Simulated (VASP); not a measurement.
# SiC (P1) in VASP: further runs

Runs on SiC. Level: r2SCAN. Tasks: single point.

All numbers are computed with VASP 6.6.1; they aren't measurements. Logs are shortened: lines on timing, memory, paths and dates and some standing lists are left out, and cuts for length are marked.

### 1 The cell of the first run

The typed cell holds 24 atoms: a = 5.245 Å, b = 5.245 Å, c = 7.867 Å, α = 90.00°, β = 90.00°, γ = 90.00°.

### 2 Single point, r2SCAN

Input file POSCAR:

```
SiC
1.0
    5.2446640000      0.0000000000      0.0000000000
    0.0000000000      5.2446640000      0.0000000000
    0.0000000000      0.0000000000      7.8669960000
Si C
12 12
Direct
   -0.0117382162      0.0028598591     -0.0043840114
    0.0183144240     -0.0103646297      0.3336710734
   -0.0137701862     -0.0031477708      0.6632204974
   -0.0088524260      0.4988897287     -0.0058721270
    0.0014372703      0.4943662740      0.3310801226
   -0.0132660548      0.4962426573      0.6590357997
    0.5093958355     -0.0029147720     -0.0141915669
    0.5124219588     -0.0157310363      0.3369319115
    0.4966663260     -0.0104914252      0.6590509262
    0.4977296925      0.5049404500      0.0042117728
    0.4953697701      0.5015642565      0.3405176512
    0.5080477987      0.5185115767      0.6666359052
    0.2758285373      0.2161574126      0.1624733253
    0.2847599007      0.2695537789      0.5023855357
    0.2386095658      0.2375313271      0.8513572398
    0.2161774329      0.7791366616      0.1691099118
    0.2588943734      0.7688570707      0.4925590403
    0.2481127485      0.7083248803      0.8403831653
    0.7662330704      0.2817351121      0.1811419505
    0.7682282411      0.2674611758      0.4941810063
    0.7429219489      0.2526802480      0.8321821951
    0.7238124311      0.7689758581      0.1925816411
    0.7489652340      0.7169349648      0.4920557987
    0.7600279065      0.7655731616      0.8339573326
```

Input file INCAR.step1:

```
SYSTEM = SiC
PREC = Accurate
ENCUT = 520
ISMEAR = -1
SIGMA = 0.026
LREAL = Auto
LASPH = .TRUE.
NELM = 60
NBANDS = 66
GGA = PE
ALGO = Normal
EDIFF = 1E-4
LWAVE = .TRUE.
LCHARG = .FALSE.
```

Input file INCAR.step2:

```
SYSTEM = SiC
PREC = Accurate
ENCUT = 520
EDIFF = 1E-6
ISMEAR = -1
SIGMA = 0.026
LREAL = Auto
LASPH = .TRUE.
NELM = 60
ALGO = Normal
ISIF = 2
LWAVE = .FALSE.
LCHARG = .FALSE.
METAGGA = R2SCAN
LMIXTAU = .TRUE.
NBANDS = 66
ISTART = 1
```

Input file KPOINTS:

```
regular mesh
0
G
  4 4 2
  0 0 0
```

Potentials or basis: VASP PAW PBE potentials, release 64 (Si, C).

On the command line:

```bash
> cat potpaw_PBE.64/Si/POTCAR potpaw_PBE.64/C/POTCAR > POTCAR
> cp INCAR.step1 INCAR
> mpirun -np 1 vasp_std > vasp.out
> cp INCAR.step2 INCAR
> mpirun -np 1 vasp_std > vasp.out
```

OUTCAR:

```text
SYSTEM = SiC
   PREC = Accurate
   ENCUT = 520
   EDIFF = 1E-6
   ISMEAR = -1
   LREAL = Auto
   LASPH = .TRUE.
   NELM = 60
   ISIF = 2
   METAGGA = R2SCAN
   ISTART = 1

 ion  position               nearest neighbor table
   1  0.988  0.003  0.996-  15 2.13  24 2.14  16 2.16  21 2.24  13 2.29  19 2.37  18 2.39  22 2.41
                             7 2.51   4 2.60   3 2.62   4 2.64   2 2.67   7 2.73
   2  0.018  0.990  0.334-  16 1.99  17 2.12  22 2.23  13 2.25  20 2.33  19 2.35  23 2.37  14 2.42
                             8 2.59   3 2.60   5 2.60   5 2.65   8 2.65   1 2.67
   3  0.986  0.997  0.663-  24 2.16  20 2.26  21 2.28  17 2.30  23 2.35  15 2.35  14 2.47  18 2.47
                             9 2.57   2 2.60   1 2.62   6 2.62   6 2.63   9 2.68
   4  0.991  0.499  0.994-  18 2.12  15 2.20  19 2.20  21 2.23  24 2.24  16 2.33  13 2.49  22 2.53
                            10 2.59   1 2.60   6 2.64   1 2.64   5 2.65  10 2.66
   5  0.001  0.494  0.331-  19 2.04  20 2.14  23 2.17  16 2.26  22 2.32  14 2.33  17 2.35  13 2.44
                             6 2.58  11 2.59   2 2.60   2 2.65   4 2.65  11 2.66
   6  0.987  0.496  0.659-  20 2.11  23 2.15  21 2.26  18 2.27  24 2.30  14 2.32  17 2.41  15 2.42
                            12 2.51   5 2.58   3 2.62   3 2.63   4 2.64  12 2.74
   7  0.509  0.997  0.986-  24 2.15  15 2.17  13 2.18  21 2.18  22 2.31  18 2.34  16 2.40   1 2.51
                            19 2.53   9 2.57  10 2.59  10 2.67   1 2.73   8 2.76
   8  0.512  0.984  0.337-  22 1.95  17 2.13  13 2.21  23 2.23  16 2.31  14 2.31  20 2.35  19 2.39
                            11 2.53   9 2.54   2 2.59   2 2.65  11 2.71   7 2.76
   9  0.497  0.990  0.659-  17 2.15  14 2.22  24 2.28  21 2.33  23 2.35  15 2.41  20 2.42  18 2.43
[... 27 lines left out ...]
  23  0.749  0.717  0.492-  11 2.11  12 2.14   6 2.15   5 2.17   8 2.23   3 2.35   9 2.35   2 2.37

  24  0.760  0.766  0.834-   1 2.14   7 2.15   3 2.16   4 2.24  12 2.27   9 2.28   6 2.30  10 2.36

  LATTYP: Found a simple tetragonal cell.
 ALAT       =     5.2446640000
 C/A-ratio  =     1.5000000000

  Lattice vectors:

 A1 = (   5.2446640000,   0.0000000000,   0.0000000000)
 A2 = (   0.0000000000,   5.2446640000,   0.0000000000)
 A3 = (   0.0000000000,   0.0000000000,   7.8669960000)

Analysis of symmetry for initial positions (statically):
=====================================================================
 Subroutine PRICEL returns:
 Original cell was already a primitive cell.

 Routine SETGRP: Setting up the symmetry group for a
 simple tetragonal supercell.

 Subroutine GETGRP returns: Found  1 space group operations
 (whereof  1 operations were pure point group operations)
 out of a pool of 16 trial point group operations.

The static configuration has the point symmetry C_1 .

Analysis of symmetry for dynamics (positions and initial velocities):
=====================================================================
 Subroutine PRICEL returns:
 Original cell was already a primitive cell.

 Routine SETGRP: Setting up the symmetry group for a
 simple tetragonal supercell.

 Subroutine GETGRP returns: Found  1 space group operations
 (whereof  1 operations were pure point group operations)
 out of a pool of 16 trial point group operations.

The dynamic configuration has the point symmetry C_1 .

 Subroutine INISYM returns: Found  1 space group operations
 (whereof  1 operations are pure point group operations),
 and found     1 'primitive' translations

----------------------------------------------------------------------------------------

                                     Primitive cell

  volume of cell :     216.3935

  direct lattice vectors                    reciprocal lattice vectors
     5.244664000  0.000000000  0.000000000     0.190669984  0.000000000  0.000000000
     0.000000000  5.244664000  0.000000000     0.000000000  0.190669984  0.000000000
     0.000000000  0.000000000  7.866996000     0.000000000  0.000000000  0.127113323

  length of vectors
     5.244664000  5.244664000  7.866996000     0.190669984  0.190669984  0.127113323

  position of ions in fractional coordinates (direct lattice)
     0.988261784  0.002859859  0.995615989
     0.018314424  0.989635370  0.333671073
     0.986229814  0.996852229  0.663220497
     0.991147574  0.498889729  0.994127873
     0.001437270  0.494366274  0.331080123
     0.986733945  0.496242657  0.659035800
[... 16 lines left out ...]
     0.748965234  0.716934965  0.492055799
     0.760027906  0.765573162  0.833957333

  ion indices of the primitive-cell ions
   primitive index   ion index
                 1           1
                 2           2
                 3           3
                 4           4
                 5           5
                 6           6
[... 16 lines left out ...]
                23          23
                24          24

----------------------------------------------------------------------------------------

 KPOINTS: regular mesh

Automatic generation of k-mesh.
 Grid dimensions read from file:
 generate k-points for:    4    4    2

 Generating k-lattice:

  Cartesian coordinates                     Fractional coordinates (reciprocal lattice)
     0.047667496  0.000000000  0.000000000     0.250000000  0.000000000  0.000000000
     0.000000000  0.047667496  0.000000000     0.000000000  0.250000000  0.000000000
     0.000000000  0.000000000  0.063556661     0.000000000  0.000000000  0.500000000

  Length of vectors
     0.047667496  0.047667496  0.063556661

  Shift w.r.t. Gamma in fractional coordinates (k-lattice)
     0.000000000  0.000000000  0.000000000

 Subroutine IBZKPT returns following result:
 ===========================================

 Found     20 irreducible k-points:

 Following reciprocal coordinates:
            Coordinates               Weight
  0.000000  0.000000  0.000000      1.000000
  0.250000  0.000000  0.000000      2.000000
  0.000000  0.250000  0.000000      2.000000
  0.500000  0.000000  0.000000      1.000000
  0.000000  0.500000  0.000000      1.000000
  0.250000  0.250000  0.000000      2.000000
[... 12 lines left out ...]
 -0.250000  0.500000  0.500000      2.000000
  0.500000  0.500000  0.500000      1.000000
   k-points           NKPTS =     20   k-points in BZ     NKDIM =     20   number of bands    NBANDS=     66
   number of dos      NEDOS =    301   number of ions     NIONS =     24
   total plane-waves  NPLWV =  96000
   dimension x,y,z NGX =    40 NGY =   40 NGZ =   60
   dimension x,y,z NGXF=    80 NGYF=   80 NGZF=  120
   ions per type =              12  12
   NGX,Y,Z   is equivalent  to a cutoff of  12.68, 12.68, 12.68 a.u.
   NGXF,Y,Z  is equivalent  to a cutoff of  25.36, 25.36, 25.36 a.u.
 SYSTEM =  SiC
   PREC   = accura    normal or accurate (medium, high low for compatibility)
   ISTART =      1    job   : 0-new  1-cont  2-samecut
   ICHARG =      0    charge: 1-file 2-atom 10-const
   ISPIN  =      1    spin polarized calculation?
   LNONCOLLINEAR =      F non collinear calculations
   LSORBIT =      F    spin-orbit coupling
   LASPH  =      T    aspherical Exc in radial PAW
   ENCUT  =  520.0 eV  38.22 Ry    6.18 a.u.   9.75  9.75 14.63*2*pi/ulx,y,z
   NELM   =     60;   NELMIN=  2; NELMDL=  0     # of ELM steps
   EDIFF  = 0.1E-05   stopping-criterion for ELM
   LREAL  =      T    real-space projection
   EDIFFG = 0.1E-04   stopping-criterion for IOM
   NSW    =      0    number of steps for IOM
   IBRION =     -1    ionic relax: 0-MD 1-quasi-New 2-CG
   NFREE  =      0    steps in history (QN), initial steepest desc. (CG)
   ISIF   =      2    stress and relaxation
   ISYM   =      2    0-nonsym 1-usesym 2-fastsym
   POTIM  = 0.5000    time-step for ionic-motion
   TEBEG  =    0.0;   TEEND  =   0.0 temperature during run
   PSTRESS=    0.0 pullay stress
   NELECT =      96.0000    total number of electrons
   NUPDOWN=      -1.0000    fix difference up-down
   EMIN   =  10.00;   EMAX   =-10.00  energy-range for DOS
   EFERMI =   0.00;   METHOD = LEGACY
   ISMEAR =    -1;   SIGMA  =   0.03  broadening in eV -4-tet -1-fermi 0-gaus
   EFERMI_NEDOS =   21; number of points for ismear=-14 and -15
   IALGO  =     38    algorithm
   IMIX   =      4    mixing-type and parameters
     AMIX     =   0.40;   BMIX     =  1.00
     AMIX_MAG =   1.60;   BMIX_MAG =  1.00
  volume/ion in A,a.u.               =       9.02        60.85
  Fermi-wavevector in a.u.,A,eV,Ry     =   1.248582  2.359478 21.210906  1.558958
  Thomas-Fermi vector in A             =   2.382662
   LORBIT       =      0    0 simple, 1 ext, 2 COOP (PROOUT), +10 PAW based schemes
   METAGGA = R2SCAN    functional components
   LHFCALC =     F    Hartree Fock is set to
   AEXX    =    0.0000 exact exchange contribution
   IVDW    =     0    specifies the selected vdW correction
   LEPSILON=     F    determine dielectric tensor
   LRPA    =     F    only Hartree local field effects (RPA)
 non-spin polarized calculation
  energy-cutoff  :      520.00
  volume of cell :      216.39
 maximum number of plane-waves:      5840
 NGX is ok and might be reduce to    40
   NGX = 19   NGY = 19   NGZ = 29

 number of electron      96.0000000 magnetization

 Free energy of the ion-electron system (eV)
  ---------------------------------------------------
  ext. energy  EPLUGINS =         0.00000000
  ---------------------------------------------------
  free energy    TOTEN  =      -176.92290446 eV

  energy without entropy =     -176.90144787  energy(sigma->0) =     -176.91217617

 E-fermi :  11.4965     XC(G=0): -13.3884

 val. band max:       11.4839444044   @ k =   0.0000   0.5000   0.5000
 cond. band min:      11.4992182319   @ k =   0.5000   0.5000   0.0000
 fundamental gap:      0.0152738275
 Fermi energy:        11.4964947316

 k-point     1 :       0.0000    0.0000    0.0000
  band No.  band energies     occupation
      1      -7.4604      2.00000
      2      -5.4244      2.00000
      3      -4.9977      2.00000
      4      -3.2255      2.00000
      5      -3.0726      2.00000
      6      -1.8016      2.00000
[... 1249 lines left out ...]
     59      15.4375      0.00000
     60      15.7554      0.00000
 [bands above 60 left out]

------------------------ aborting loop because EDIFF is reached ----------------------------------------

  FORCE on cell =-STRESS in cart. coord.  units (eV):
  Direction    XX          YY          ZZ          XY          YZ          ZX
  --------------------------------------------------------------------------------------
  -------------------------------------------------------------------------------------
  Total       -0.3174252      2.9566817      5.0136067     -0.0401590      0.9483770     -0.6292074
  in kB       -2.3502157     21.8912663     37.1207359     -0.2973370      7.0217816     -4.6586505
  external PRESSURE =      18.8872621 kB  Pullay stress =       0.0000000 kB

 VOLUME and BASIS-vectors are now :
 -----------------------------------------------------------------------------
  energy-cutoff  :      520.00
  volume of cell :      216.39
      direct lattice vectors                 reciprocal lattice vectors
     5.244664000  0.000000000  0.000000000     0.190669984  0.000000000  0.000000000
     0.000000000  5.244664000  0.000000000     0.000000000  0.190669984  0.000000000
     0.000000000  0.000000000  7.866996000     0.000000000  0.000000000  0.127113323

 POSITION                                       TOTAL-FORCE (eV/Angst)
 -----------------------------------------------------------------------------------
      5.18310      0.01500      7.83251         0.557888      0.018947      0.117380
      0.09605      5.19030      2.62499         0.001162     -0.107452     -0.317299
      5.17244      5.22815      5.21755        -0.210755      0.106336      0.137622
      5.19824      2.61651      7.82080         0.258420      0.353601     -0.532302
      0.00754      2.59279      2.60461        -0.549061      0.023298     -0.264869
      5.17509      2.60263      5.18463         0.427929     -0.001931      0.079930
[... 16 lines left out ...]
      3.92807      3.76008      3.87100         0.216699     -0.425740      1.096113
      3.98609      4.01517      6.56074         0.608677      0.474019      0.546390
 -----------------------------------------------------------------------------------
    total drift:                               -0.007567     -0.009999     -0.009039

  FREE ENERGIE OF THE ION-ELECTRON SYSTEM (eV)
  ---------------------------------------------------
  free  energy   TOTEN  =      -176.9229044559 eV

  energy  without entropy=     -176.9014478748  energy(sigma->0) =     -176.91217617
```

Wall time 8 min (1 thread of Intel Xeon 6975P-C (Granite Rapids), shared host); peak memory 0.4 GiB.

What came out:

```yaml
Free_energy: -176.9229 eV
Pressure: 1.9 GPa
Largest_force: 2.270 eV/Å
Band_gap_on_the_k_mesh: zero (bands 48 and 49 overlap by 1.27 eV)
```

Forces on the atoms (eV/Å):
```
Si   0.558  0.019  0.117
Si   0.001 -0.107 -0.317
Si  -0.211  0.106  0.138
Si   0.258  0.354 -0.532
Si  -0.549  0.023 -0.265
Si   0.428 -0.002  0.080
Si  -0.469  0.126 -0.029
Si  -0.307  0.541 -0.439
Si  -0.550  0.808 -0.181
Si  -0.166 -0.275  0.089
Si   0.437 -0.635 -0.156
Si  -0.701 -0.528  0.332
C    1.312  0.157  0.412
C    0.798  1.459  0.648
C   -1.089 -1.935  0.470
C   -1.776 -1.034 -0.856
C    0.104  1.232 -0.134
C    1.032 -1.723 -0.352
C    1.189  1.123 -0.258
C    1.171 -1.661  0.045
C   -0.868  0.980 -0.223
C   -1.428  0.925 -0.229
C    0.217 -0.426  1.096
C    0.609  0.474  0.546
```

Stress tensor (GPa, compression positive):
```
-0.24 -0.03 -0.47
-0.03  2.19  0.70
-0.47  0.70  3.71
```

Caveat: the k points lie up to 0.40 Å⁻¹ apart, too coarse for converged energies and pressures of a metal; the atoms stand as in a frame of molecular dynamics; the structure was generated, so it needn't be the stable form of SiC; the PAW data sets were made with another functional, which shifts forces and pressure a little.

(Continued in part 2 of 2.)

The gap in the log of VASP goes by the Fermi energy; the results here count the filled bands.